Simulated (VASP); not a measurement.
A run of VASP 6.6.1 is set up as follows.

File INCAR:

```
PREC = Accurate ; ENCUT = 520
EDIFF = 1E-6 ; ISMEAR = 1
SIGMA = 0.1 ; LREAL = False
LASPH = True ; NELM = 150
ALGO = Normal ; ISIF = 2
LWAVE = False ; LCHARG = False
LNONCOLLINEAR = True ; MAGMOM = 0.289 0.289 0.289
LORBIT = 11 ; GGA = PS
IVDW = 12 ; NBANDS = 14
```

File KPOINTS:

```
regular mesh
0
Gamma
  8 8 8
```

File POSCAR:

```
Al
1.0
    0.0000000000      2.0514502267      2.0514502267
    2.0514502267      0.0000000000      2.0514502267
    2.0514502267      2.0514502267      0.0000000000
Al
1
Direct
    0.0000000000      0.0000000000      0.0000000000
```

Potentials or basis: VASP PAW PBE potentials, release 64 (Al).

Command:

```console
$ cat potpaw_PBE.64/Al/POTCAR > POTCAR
$ mpirun -np 1 vasp_ncl > vasp.out
```

(1) Estimate the pressure.

(2) Estimate the dispersion energy per atom.

(3) What does it give for the net moment?

Results:

(1) -7.5 GPa.

(2) -0.303 eV.

(3) 0.00 μB per cell.

Caveat: the PAW data sets were made with another functional, which shifts forces and pressure a little; pairwise dispersion overbinds metals, which lowers pressure and volume.
